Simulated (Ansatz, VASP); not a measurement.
## Al: VASP beside Ansatz

```
Al
1.0
     3.86793    0.00000    0.01064
     0.00000    3.86794    0.00000
    -1.92810    0.00000    2.12476
Al
2
Direct
  0.00000 0.00000 0.00000
  0.50000 0.50000 0.00000
```

Change from the starting cell: band edges of the strained film's bulk.

Alike in both runs: task single point; functional PBE; k mesh 9 × 9 × 16; occupations gaussian, width 0.1 eV; no spin polarisation.

```csv
,VASP,Ansatz
version,VASP 6.6.1,Ansatz 0.2.0
potentials or method,"VASP PAW PBE potentials, release 64 (Al), cutoff 520 eV","scalar-relativistic, plane waves, PAW"
valence electrons in the cell,6,6
```

|  | VASP | Ansatz | Ansatz less VASP |
| --- | --- | --- | --- |
| gap on the k mesh at the Fermi level (eV) | none | none | - |
| pressure (GPa) | 3.6 | 3.7 | +0.03 |
| traceless stress, the component that is largest in VASP (GPa) | -3.64 | -3.65 | -0.007 |

A gap of «none» marks a metal or a gap that the smearing closes. The functional is the same, so the differences come from potentials, cutoffs and numerics.
